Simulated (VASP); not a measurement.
# Y4Zn15Cu in VASP: notebook, part 2 of 3

VASP 6.6.1. Earlier steps stand in the parts before.

### Step 3. Single point, PBE

The input, INCAR:

```
PREC     = Accurate       # precision mode
ENCUT    = 520            # plane-wave cutoff, eV
EDIFF    = 1E-6           # SCF threshold, eV
ISMEAR   = -1             # smearing method
SIGMA    = 0.1181         # smearing width, eV
LREAL    = Auto         
LASPH    = T              # aspherical terms in the spheres
NELM     = 60             # most SCF steps
ALGO     = Normal         # electronic algorithm
ISIF     = 2              # what is computed and relaxed
LWAVE    = F              # write WAVECAR
LCHARG   = T              # write CHGCAR
GGA      = PE             # functional
LELF     = T              # ELF
LVHAR    = T            
ISYM     = 0            
NBANDS   = 134            # bands
```

The input, KPOINTS:

```
Automatic mesh
0
Gamma
  1 1 1
  0.25 0.25 0.25
```

The input, POSCAR:

```
Y4Zn15Cu
1.0
    7.0818900000      0.0552270000     -0.0432260000
    0.0552270000      7.5375120000      0.0381650000
   -0.0432260000      0.0381650000      7.0938070000
Zn Y Cu
15 4 1
Direct
    0.6507770520      0.5616379665      0.1239780806
    0.9884587367      0.6612404492      0.9039321024
    0.7812440001      0.4864533911      0.4527699386
    0.1943599533      0.6653217480      0.6390258995
    0.7835422366      0.3163098535      0.8248918291
    0.2221254538      0.4046356967      0.8667432979
    0.1443097030      0.5978677417      0.2254403466
    0.9598346204      0.3010578780      0.1434257991
    0.5563150713      0.9885476086      0.3538300881
    0.6567140233      0.5837595408      0.7697395683
    0.8459215915      0.8035326171      0.4407846146
    0.3813615794      0.8356747961     -0.0263136272
    0.6670512744      0.9631163943      0.7657377232
    0.4716190386      0.6647535020      0.4224655234
    0.8875839910      0.1785724840      0.4951698695
    0.1404070125     -0.0355659799      0.2900757815
    0.5152016993      0.2010216203      0.0882242946
    0.1305747316      0.0633435198      0.7522129821
    0.4158194920      0.3095706517      0.4968435777
    0.8047382271      0.8476800012      0.0910661803
```

Potentials or basis: VASP PAW PBE potentials, release 64 (Zn, Y_sv, Cu).

On the command line:

```console
cat potpaw_PBE.64/Zn/POTCAR potpaw_PBE.64/Y_sv/POTCAR potpaw_PBE.64/Cu/POTCAR > POTCAR
mpirun -np 1 vasp_std > vasp.out
```

OUTCAR:

```text
PREC = Accurate
   ENCUT = 520
   EDIFF = 1E-6
   ISMEAR = -1
   LREAL = Auto
   LASPH = T
   NELM = 60
   ISIF = 2
   GGA = PE
   ISYM = 0

 ion  position               nearest neighbor table
   1  0.651  0.562  0.124-  20 2.44  10 2.52   3 2.55  14 2.60  17 2.91   8 2.92  12 2.97   2 2.97
                             5 2.98  19 3.67
   2  0.988  0.661  0.904-  20 2.34   4 2.39   6 2.54   7 2.56  10 2.60   1 2.97  18 3.38
   3  0.781  0.486  0.453-  11 2.44  15 2.44  10 2.54   1 2.55  14 2.56   8 2.91   5 2.92  19 2.95

   4  0.194  0.665  0.639-   2 2.39  14 2.51   6 2.53  11 2.99   7 3.00  12 3.01  18 3.14  19 3.26
                            16 3.35
   5  0.784  0.316  0.825-  10 2.22   8 2.57  15 2.68  17 2.82  13 2.83   3 2.92   1 2.98  18 3.14
                            19 3.47
   6  0.222  0.405  0.867-   4 2.53   2 2.54  18 2.79   8 2.83  17 2.98   7 3.00  19 3.06
   7  0.144  0.598  0.225-   2 2.56   8 2.67  14 2.75  16 2.81   6 3.00   4 3.00  11 3.04  19 3.44
[... 5 lines left out ...]
  10  0.657  0.584  0.770-   5 2.22   1 2.52   3 2.54   2 2.60  14 2.83  13 2.86  19 3.32
  11  0.846  0.804  0.441-   3 2.44  20 2.51   9 2.53  16 2.66  14 2.87  15 2.88  13 2.91   4 2.99
                             7 3.04  18 3.59
  12  0.381  0.836  0.974-  13 2.70  18 2.89   1 2.97  16 3.00   4 3.01  17 3.04
  13  0.667  0.963  0.766-  20 2.63  12 2.70   5 2.83  10 2.86  11 2.91  15 2.97   9 3.02  17 3.11
                            18 3.38  19 3.65
  14  0.472  0.665  0.422-   4 2.51   3 2.56   9 2.57   1 2.60   7 2.75  19 2.76  10 2.83  11 2.87
                            16 3.35
  15  0.888  0.179  0.495-   3 2.44  18 2.62   5 2.68   8 2.71  16 2.82  11 2.88   9 2.94  13 2.97
                            19 3.47
  16  0.140  0.964  0.290-  11 2.66   7 2.81  15 2.82  20 2.90   9 2.98   8 3.00  12 3.00   4 3.35
                            14 3.35  18 3.37  17 3.53  19 3.59  18 3.88
  17  0.515  0.201  0.088-   9 2.47   5 2.82   1 2.91   6 2.98  12 3.04  19 3.11  13 3.11   8 3.27
                            20 3.34  16 3.53  18 3.76  19 4.31
  18  0.131  0.063  0.752-  15 2.62   6 2.79  12 2.89   5 3.14   4 3.14  19 3.31  16 3.37   2 3.38
                            13 3.38   8 3.53  11 3.59  17 3.76  16 3.88
  19  0.416  0.310  0.497-  14 2.76   9 2.81   3 2.95   6 3.06  17 3.11   4 3.26  18 3.31  10 3.32
                             7 3.44  15 3.47   5 3.47  16 3.59  13 3.65   1 3.67  17 4.31
  20  0.805  0.848  0.091-   2 2.34   1 2.44  11 2.51  13 2.63   9 2.79  16 2.90  17 3.34

IMPORTANT INFORMATION: All symmetrisations will be switched off!
NOSYMM: (Re-)initialisation of all symmetry stuff for point group C_1.
[... 142 lines left out ...]
 NGX is ok and might be reduce to    54
   NGX = 27   NGY = 29   NGZ = 27

 number of electron     234.9999987 magnetization

 Free energy of the ion-electron system (eV)
  ---------------------------------------------------
  ext. energy  EPLUGINS =         0.00000000
  ---------------------------------------------------
  free energy    TOTEN  =       -44.88438213 eV

  energy without entropy =      -44.35266414  energy(sigma->0) =      -44.61852314

 E-fermi :   3.0301     XC(G=0): -10.6903

 val. band max:        2.8948961229   @ k =   0.2500   0.2500   0.2500
 cond. band min:       3.0345530441   @ k =   0.2500   0.2500   0.2500
 fundamental gap:      0.1396569212
 Fermi energy:         3.0300966383

 k-point     1 :       0.2500    0.2500    0.2500
  band No.  band energies     occupation
      1     -39.8239      2.00000
      2     -39.6767      2.00000
      3     -39.5722      2.00000
      4     -39.3405      2.00000
      5     -20.0769      2.00000
      6     -19.9489      2.00000
[... 121 lines left out ...]
    128       4.6968      0.00000
    129       5.0468      0.00000
 [bands above 129 left out]

------------------------ aborting loop because EDIFF is reached ----------------------------------------

  FORCE on cell =-STRESS in cart. coord.  units (eV):
  Direction    XX          YY          ZZ          XY          YZ          ZX
  --------------------------------------------------------------------------------------
  -------------------------------------------------------------------------------------
  Total       -0.3706568     22.9727904      5.7743979     -7.2628327     -9.5757931     -7.6553184
  in kB       -1.5684801     97.2122022     24.4350783    -30.7335745    -40.5211522    -32.3944261
  external PRESSURE =      40.0262668 kB  Pullay stress =       0.0000000 kB

 VOLUME and BASIS-vectors are now :
 -----------------------------------------------------------------------------
  energy-cutoff  :      520.00
  volume of cell :      378.62
      direct lattice vectors                 reciprocal lattice vectors
     7.081890000  0.055227000 -0.043226000     0.141218633 -0.001039088  0.000866104
     0.055227000  7.537512000  0.038165000    -0.001039088  0.132681032 -0.000720162
    -0.043226000  0.038165000  7.093807000     0.000866104 -0.000720162  0.140977182

 POSITION                                       TOTAL-FORCE (eV/Angst)
 -----------------------------------------------------------------------------------
      4.63439      4.27402      0.87278        -0.197477      0.022838      0.145886
      6.99760      5.07320      6.39483         0.364207      0.419572      0.170628
      5.53998      3.72707      3.19666         0.408212     -0.460940     -0.145313
      1.38556      5.04999      4.55012         0.125592      0.193970     -0.747509
      5.53077      2.45894      5.82983         0.935934     -1.668958     -0.483949
      1.55795      3.09529      6.15435         0.137104      0.163354      0.251207
[... 12 lines left out ...]
      2.94041      2.37532      3.51835        -0.866012     -0.283434      1.544462
      5.74195      6.43732      0.64357        -0.525092      1.028734     -0.014543
 -----------------------------------------------------------------------------------
    total drift:                                0.000314      0.001687      0.001366

  FREE ENERGIE OF THE ION-ELECTRON SYSTEM (eV)
  ---------------------------------------------------
  free  energy   TOTEN  =       -44.8843821323 eV

  energy  without entropy=      -44.3526641422  energy(sigma->0) =      -44.61852314
```

stdout:

```text
POSCAR found type information on POSCAR ZnY Cu
 POSCAR found :  3 types and      20 ions
 scaLAPACK will be used
 LDA part: xc-table for (Slater+PW92), standard interpolation
 POSCAR, INCAR and KPOINTS ok, starting setup
 FFT: planning ... GRIDC
 FFT: planning ... GRID_SOFT
 FFT: planning ... GRID
 WAVECAR not read
 entering main loop
```

Run time: 2 min. Hardware: 1 thread of Intel Xeon 6975P-C (Granite Rapids), shared host; peak memory 0.43 GiB.

Results:

| Item | Value |
| --- | --- |
| Free energy | -44.8844 eV |
| Pressure | 4.0 GPa |
| Largest force | 2.783 eV/Å |

Forces on the atoms (eV/Å):
```
Zn  -0.197  0.023  0.146
Zn   0.364  0.420  0.171
Zn   0.408 -0.461 -0.145
Zn   0.126  0.194 -0.748
Zn   0.936 -1.669 -0.484
Zn   0.137  0.163  0.251
Zn  -0.046 -0.712  0.157
Zn   0.394 -0.111  0.070
Zn   0.364 -2.025  1.694
Zn  -1.655  2.004 -0.672
Zn  -0.395 -0.115  1.083
Zn   0.466 -0.339  0.232
Zn  -0.129  0.215 -0.295
Zn  -0.055  0.965  0.005
Zn  -1.031  0.044 -1.038
Y    1.435  1.324 -0.915
Y   -0.310  0.763 -2.659
Y    0.579 -1.428  1.616
Y   -0.866 -0.283  1.544
Cu  -0.525  1.029 -0.015
```

Stress tensor (GPa, compression positive):
```
-0.16 -3.07 -3.24
-3.07  9.72 -4.05
-3.24 -4.05  2.44
```

Levels at points of the mesh, in eV from the Fermi level:
| k point | band 115 | band 116 | band 117 | band 118 | band 119 | band 120 |
| --- | --- | --- | --- | --- | --- | --- |
| (0.25, 0.25, 0.25) | -0.73 | -0.37 | -0.14 | 0.00 | 0.14 | 0.34 |

Caveat: the k points lie up to 0.89 Å⁻¹ apart.

### Step 4. Single point, PBE

The input, INCAR:

```
ALGO = Normal ; EDIFF = 1E-6
ENCUT = 520 ; GGA = PE
ISIF = 2 ; ISMEAR = -1
ISYM = 0 ; LASPH = True
LCHARG = False ; LREAL = Auto
LWAVE = False ; NBANDS = 134
NELM = 80 ; PREC = Accurate
SIGMA = 0.1181
```

KPOINTS is that of step 3.

The input, POSCAR:

```
Y4Zn15Cu
1.0
    7.0818900000      0.0552270000     -0.0432260000
    0.0552270000      7.5375120000      0.0381650000
   -0.0432260000      0.0381650000      7.0938070000
Zn Y Cu
15 4 1
Direct
    0.6343259645      0.5637616065      0.1036081772
    0.9910462411      0.7004677672      0.9203534312
    0.7891358869      0.4816943535      0.4794817963
    0.1940359684      0.6717551408      0.6243558450
    0.7909450383      0.2966314805      0.8094624579
    0.2047708482      0.4044580460      0.8343965777
    0.1706240596      0.5343223261      0.2852875732
    0.9386019119      0.3399451955      0.1195032509
    0.5153918197      0.9809814411      0.4016526204
    0.6434819749      0.6309936765      0.7552734770
    0.8098545110      0.8114623219      0.4412203929
    0.3844166144      0.8109802753     -0.0391388248
    0.7016294161      0.9880860758      0.7016234482
    0.4402707685      0.6566999418      0.3717142560
    0.8799502269      0.1653667438      0.4303988686
    0.1418344243     -0.0258627236      0.2299882116
    0.4967646310      0.1804180975      0.1058719939
    0.1169228768      0.0593374711      0.7635215468
    0.4039288946      0.3153117077      0.5341396177
    0.7584921558      0.8665767258      0.1183881492
```

Potentials or basis: VASP PAW PBE potentials, release 64 (Zn, Y_sv, Cu).

On the command line:

```console
cat potpaw_PBE.64/Zn/POTCAR potpaw_PBE.64/Y_sv/POTCAR potpaw_PBE.64/Cu/POTCAR > POTCAR
mpirun -np 1 vasp_std > vasp.out
```

OUTCAR:

```text
EDIFF = 1E-6
   ENCUT = 520
   GGA = PE
   ISIF = 2
   ISMEAR = -1
   ISYM = 0
   LASPH = True
   LREAL = Auto
   NELM = 80
   PREC = Accurate

 ion  position               nearest neighbor table
   1  0.634  0.564  0.104-  20 2.46  14 2.46  10 2.52   8 2.72  12 2.73   3 2.93   2 3.04  17 3.06

   2  0.991  0.700  0.920-  20 2.51   4 2.57   6 2.76  10 2.77  12 2.93   1 3.04  18 3.06  16 3.21

   3  0.789  0.482  0.479-  15 2.49  10 2.49  11 2.50   5 2.71  14 2.87   1 2.93   8 2.98  19 3.05

   4  0.194  0.672  0.624-   6 2.49  14 2.52   2 2.57   7 2.63  12 2.94  19 3.13  18 3.14  16 3.60

   5  0.791  0.297  0.809-   8 2.45  13 2.54   3 2.71  10 2.74  18 2.92  15 2.95  17 3.11  19 3.35

   6  0.205  0.404  0.834-   4 2.49  19 2.66  18 2.73   2 2.76   8 2.82  17 3.25
   7  0.171  0.534  0.285-  14 2.22   8 2.51   4 2.63  19 2.89  16 3.34
   8  0.939  0.340  0.120-   5 2.45   7 2.51  15 2.60   1 2.72   6 2.82   3 2.98  16 3.18  17 3.37
                            18 3.54
   9  0.515  0.981  0.402-  11 2.44  13 2.49  14 2.52  17 2.57  20 2.80  19 2.80  16 2.90  15 2.96

  10  0.643  0.631  0.755-   3 2.49   1 2.52  12 2.71   5 2.74  13 2.75   2 2.77  11 2.87  19 3.34
[... 189 lines left out ...]
      3     -39.6009      2.00000
      4     -39.4889      2.00000
      5     -20.0743      2.00000
      6     -20.0100      2.00000
[... 121 lines left out ...]
    128       4.7882      0.00000
    129       5.1210      0.00000
 [bands above 129 left out]

------------------------ aborting loop because EDIFF is reached ----------------------------------------

  FORCE on cell =-STRESS in cart. coord.  units (eV):
  Direction    XX          YY          ZZ          XY          YZ          ZX
  --------------------------------------------------------------------------------------
  -------------------------------------------------------------------------------------
  Total        4.5111204     13.3755199      8.4756675     -4.8370425     -5.2748821     -6.1921356
  in kB       19.0893637     56.6001658     35.8658345    -20.4685433    -22.3213156    -26.2027870
  external PRESSURE =      37.1851213 kB  Pullay stress =       0.0000000 kB

 VOLUME and BASIS-vectors are now :
 -----------------------------------------------------------------------------
  energy-cutoff  :      520.00
  volume of cell :      378.62
      direct lattice vectors                 reciprocal lattice vectors
     7.081890000  0.055227000 -0.043226000     0.141218633 -0.001039088  0.000866104
     0.055227000  7.537512000  0.038165000    -0.001039088  0.132681032 -0.000720162
    -0.043226000  0.038165000  7.093807000     0.000866104 -0.000720162  0.140977182

 POSITION                                       TOTAL-FORCE (eV/Angst)
 -----------------------------------------------------------------------------------
      4.51888      4.28835      0.72907         0.237815     -0.629523      0.015734
      7.01738      5.36964      6.51270         0.255933     -0.023207      0.442402
      5.59445      3.69266      3.38562         0.227044     -0.159294     -0.576403
      1.38425      5.09791      4.44631        -0.427453      0.574969     -0.083700
      5.58278      2.31044      5.71930        -0.544046      0.484329     -0.368710
      1.43643      3.09176      5.92563        -0.630534      0.562077      1.710352
[... 12 lines left out ...]
      2.85490      2.41936      3.78366         0.920398     -0.711321      0.332028
      5.41430      6.57824      0.84011         0.014267      0.546699     -1.047271
 -----------------------------------------------------------------------------------
    total drift:                               -0.003383      0.000028     -0.002187

  FREE ENERGIE OF THE ION-ELECTRON SYSTEM (eV)
  ---------------------------------------------------
  free  energy   TOTEN  =       -45.0066407332 eV

  energy  without entropy=      -44.4616866495  energy(sigma->0) =      -44.73416369
```

OSZICAR:

```text
N       E                     dE             d eps       ncg     rms          rms(c)
DAV:   1     0.236697258862E+04    0.23670E+04   -0.10602E+05   268   0.244E+03
DAV:   2     0.324880092924E+03   -0.20421E+04   -0.19901E+04   268   0.628E+02
DAV:   3    -0.145199849750E+02   -0.33940E+03   -0.32903E+03   268   0.228E+02
[... 15 lines left out ...]
DAV:  19    -0.450066282812E+02   -0.39475E-03   -0.88008E-03   376   0.547E-01    0.503E-02
DAV:  20    -0.450066425790E+02   -0.14298E-04   -0.35439E-04   360   0.101E-01    0.259E-02
DAV:  21    -0.450066392762E+02    0.33027E-05   -0.32304E-05   368   0.508E-02    0.156E-02
DAV:  22    -0.450066402775E+02   -0.10013E-05   -0.10232E-05   288   0.289E-02    0.867E-03
DAV:  23    -0.450066407332E+02   -0.45567E-06   -0.82710E-07   152   0.152E-02
   1 F= -.45006641E+02 E0= -.44734164E+02  d E =-.544954E+00
```

It took 1.9 min on 1 thread of Intel Xeon 6975P-C (Granite Rapids), shared host; peak memory 0.43 GiB.

What came out:

- Free energy: -45.0066 eV
- Pressure: 3.7 GPa
- Largest force: 3.227 eV/Å

Forces in eV/Å, atoms in the order of the input:
```
Zn   0.238 -0.630  0.016
Zn   0.256 -0.023  0.442
Zn   0.227 -0.159 -0.576
Zn  -0.427  0.575 -0.084
Zn  -0.544  0.484 -0.369
Zn  -0.631  0.562  1.710
Zn  -2.009 -0.385 -1.311
Zn   0.225 -0.282  0.158
Zn  -0.549 -0.998  1.013
Zn  -0.534  0.222 -0.296
Zn   1.206 -0.567  0.477
Zn   0.414 -0.241 -0.240
Zn  -0.575  0.098  1.395
Zn   1.738  1.276  0.183
Zn  -0.600  0.131  0.227
Y   -0.548 -0.214  0.913
Y    0.853  1.472 -2.742
Y    0.327 -1.157 -0.201
Y    0.920 -0.711  0.332
Cu   0.014  0.547 -1.047
```

Stress tensor (GPa, compression positive):
```
 1.91 -2.05 -2.62
-2.05  5.66 -2.23
-2.62 -2.23  3.59
```

Caveat: the k points lie up to 0.89 Å⁻¹ apart.

### Step 5. Single point, PBE

The input, INCAR:

```
SYSTEM = Y4Zn15Cu
PREC     = Accurate       ! precision mode
ENCUT    = 520            ! plane-wave cutoff, eV
EDIFF    = 1E-7           ! SCF threshold, eV
ISMEAR   = -1             ! smearing method
SIGMA    = 0.05           ! smearing width, eV
LREAL    = Auto         
LASPH    = .TRUE.         ! aspherical terms in the spheres
NELM     = 100            ! most SCF steps
ALGO     = Normal         ! electronic algorithm
ISIF     = 2              ! what is computed and relaxed
LWAVE    = .FALSE.        ! write WAVECAR
LCHARG   = .FALSE.        ! write CHGCAR
GGA      = PE             ! functional
NBANDS   = 134            ! bands
ISYM     = 0
```

KPOINTS is that of step 4.

The input, POSCAR:

```
Y4Zn15Cu
1.0
    7.0818900000      0.0552270000     -0.0432260000
    0.0552270000      7.5375120000      0.0381650000
   -0.0432260000      0.0381650000      7.0938070000
Zn Y Cu
15 4 1
Direct
    0.6642974607      0.5928382653      0.1201180480
    0.0735444648      0.6805960063      0.9692334576
    0.8233792128      0.4476603517      0.4171089561
    0.1205869617      0.6482005842      0.5558407378
    0.7917023824      0.3567915476      0.7679570614
    0.2028977337      0.3748412627      0.8699345275
    0.1706660847      0.4309420802      0.2668550621
    0.8990925360      0.2926257007      0.0970545314
    0.4364655024      0.9937027027      0.4703857878
    0.6953948397      0.6853908094      0.7808457711
    0.8197950515      0.7914047975      0.4602389798
    0.3837964496      0.7911604547      0.9162230304
    0.6276536936      0.0210052431      0.7589754406
    0.3895100275      0.7014180177      0.3107245999
    0.7844154688      0.1227890491      0.4159611192
    0.1273670059      1.0005805294      0.2333592400
    0.5078837334      0.1934159141      0.0986330843
    0.0930166795      0.0192844583      0.7361753354
    0.4620061461      0.3631607198      0.5537404174
    0.8123839194      0.9099811903      0.0321585681
```

On the command line:

```console
cat potpaw_PBE.64/Zn/POTCAR potpaw_PBE.64/Y_sv/POTCAR potpaw_PBE.64/Cu/POTCAR > POTCAR
mpirun -np 1 vasp_std > vasp.out
```

Run time: 2.1 min. Hardware: 1 thread of Intel Xeon 6975P-C (Granite Rapids), shared host; peak memory 0.43 GiB.

It converged, with:

| Quantity | Value |
| --- | --- |
| Free energy | -47.7456 eV |
| Pressure | 1.7 GPa |
| Largest force | 1.164 eV/Å |

Forces on the atoms (eV/Å):
```
Zn   0.174 -0.045 -0.079
Zn  -0.827 -0.289  0.199
Zn   0.729  0.168 -0.172
Zn   0.512 -0.258  0.487
Zn   0.634 -0.203  0.390
Zn  -0.570  0.009  0.350
Zn   0.306 -0.207 -0.184
Zn   0.466  0.113 -0.211
Zn   0.186 -0.114 -0.043
Zn   0.165 -0.194 -0.504
Zn  -0.413  0.628 -0.213
Zn   0.645  0.029  0.331
Zn  -0.095  0.343 -0.519
Zn   0.246 -0.013 -0.273
Zn  -0.128 -0.518  0.145
Y   -0.159 -0.358  0.013
Y   -0.206  0.218 -0.246
Y   -0.409  0.593 -0.320
Y   -0.979  0.353  0.521
Cu  -0.275 -0.254  0.329
```

Stress tensor (GPa, compression positive):
```
 4.72 -3.68  0.74
-3.68 -1.84 -2.58
 0.74 -2.58  2.26
```

Levels at points of the mesh, in eV from the Fermi level:
| k point | band 114 | band 115 | band 116 | band 117 | band 118 | band 119 | band 120 | band 121 |
| --- | --- | --- | --- | --- | --- | --- | --- | --- |
| (0.25, 0.25, 0.25) | -0.94 | -0.75 | -0.40 | -0.30 | 0.00 | 0.25 | 0.46 | 0.63 |

Caveat: the k points lie up to 0.89 Å⁻¹ apart.

(Part 2 of 3 ends here.)
